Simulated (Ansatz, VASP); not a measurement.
Ta: VASP beside Ansatz

INCAR

```
SYSTEM = Ta
  ALGO = Fast
  EDIFF = 1E-6
  ENCUT = 520
  GGA = PS
  ISIF = 2
  ISMEAR = 0
  LASPH = .True.
  LCHARG = .False.
  LREAL = .False.
  LWAVE = .False.
  NBANDS = 12
  NELM = 100
  PREC = Accurate
  SIGMA = 0.15
```

File KPOINTS:

```
k-points
0
Gamma
  20 20 20
  0 0 0
```

Contents of POSCAR:

```
Ta
1.0
   -1.7833824000      1.7833824000      1.6512800000
    1.7833824000     -1.7833824000      1.6512800000
    1.7833824000      1.7833824000     -1.6512800000
Ta
1
Direct
    0.0000000000      0.0000000000      0.0000000000
```

Input for Ansatz:

```yaml
crystal:
  lattice:
    - [-1.7833824, 1.7833824, 1.65128]
    - [1.7833824, -1.7833824, 1.65128]
    - [1.7833824, 1.7833824, -1.65128]
  atoms:
    - { symbol: Ta, position: [0.0, 0.0, 0.0] }
basis:
  ecutwfc: 420
kpoints:
  mp_grid: { grid: [20, 20, 20] }
hamiltonian:
  xc: pbesol
scf:
  occupations: { method: gaussian, width: 0.15 }
output:
  forces: true
  stress: true
  eigenvalues: true
```

Change from the starting cell: strain +0.080 along x and y, +0.000 along z, atoms carried along.

Alike in both runs: task single point; functional PBEsol; k mesh 20 × 20 × 20; occupations gaussian, width 0.15 eV; no spin polarisation.

|  | VASP | Ansatz |
| --- | --- | --- |
| version | VASP 6.6.1 | Ansatz 0.2.0 |
| potentials or method | VASP PAW PBE potentials, release 64 (Ta_pv), cutoff 520 eV | scalar-relativistic, plane waves, PAW |
| valence electrons in the cell | 11 | 13 |

|  | VASP | Ansatz | Ansatz less VASP |
| --- | --- | --- | --- |
| gap on the k mesh at the Fermi level (eV) | none | none | - |
| pressure (GPa) | -25.5 | -25.4 | +0.02 |
| traceless stress, the component that is largest in VASP (GPa) | 2.42 | 2.43 | +0.010 |

VASP's potentials were made for PBE, not for PBEsol. A gap of «none» marks a metal or a gap that the smearing closes. VASP's potentials hold 11 valence electrons a cell and Ansatz's 13, so a difference there can come from the potentials and not from the codes.

Neither program's run includes spin-orbit coupling.
